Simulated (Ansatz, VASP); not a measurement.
ZrS: VASP beside Ansatz

Contents of INCAR:

```
PREC     = Accurate       # precision mode
ENCUT    = 520            # plane-wave cutoff, eV
EDIFF    = 1E-6           # SCF threshold, eV
ISMEAR   = 0              # smearing method
SIGMA    = 0.15           # smearing width, eV
LREAL    = F              # projectors in reciprocal space
LASPH    = T              # aspherical terms in the spheres
NELM     = 80             # most SCF steps
ALGO     = Normal         # electronic algorithm
ISIF     = 2              # what is computed and relaxed
LWAVE    = F              # write WAVECAR
LCHARG   = F              # write CHGCAR
NBANDS   = 16             # bands
```

File KPOINTS:

```
Automatic mesh
0
Gamma
  16 16 16
```

Contents of POSCAR:

```
ZrS
1.0
    0.0000000000      2.5671447250      2.5671447250
    2.6870303837      0.0000000000      2.5671447250
    2.6870303837      2.5671447250      0.0000000000
Zr S
1 1
Direct
    0.0000000000      0.0000000000      0.0000000000
    0.5000000000      0.5000000000      0.5000000000
```

Input for Ansatz:

```yaml
crystal:
  lattice:
    - [0.0, 2.567144725, 2.567144725]
    - [2.6870303837, 0.0, 2.567144725]
    - [2.6870303837, 2.567144725, 0.0]
  atoms:
    - { symbol: Zr, position: [0.0, 0.0, 0.0] }
    - { symbol: S, position: [0.5, 0.5, 0.5] }
basis:
  ecutwfc: 420
kpoints:
  mp_grid: { grid: [16, 16, 16] }
hamiltonian:
  xc: lda
  pseudopotentials: { kind: paw, azcp: { folder: soft_1 } }
scf:
  occupations: { method: gaussian, width: 0.15 }
output:
  forces: true
  stress: true
  eigenvalues: true
```

Change from the starting cell: mode 4 frozen in at +0.000 Å, normal strain along x +0.0467.

Alike in both runs: task single point; functional LDA; k mesh 16 × 16 × 16; occupations gaussian, width 0.15 eV; no spin polarisation.

|  | VASP | Ansatz |
| --- | --- | --- |
| version | VASP 6.6.1 | Ansatz 0.2.0 |
| potentials or method | VASP PAW LDA potentials, release 64 (Zr_sv, S), cutoff 520 eV | scalar-relativistic, plane waves, PAW |
| valence electrons in the cell | 18 | 18 |

VASP gave:

```
gap on the k mesh at the Fermi level (eV)                     : none
pressure (GPa)                                                : -5.5
traceless stress, the component that is largest in VASP (GPa) : -7.08
```

Q: Estimate Ansatz's values.

A: gap on the k mesh at the Fermi level (eV): none; pressure (GPa): -5.7; traceless stress, the component that is largest in VASP (GPa): -7.01.

Ansatz warns that its potentials were made for another functional, while VASP's fit it. LDA's correlation is that of Perdew and Zunger in VASP and of Perdew and Wang (1992) in Ansatz. A gap of «none» marks a metal or a gap that the smearing closes.
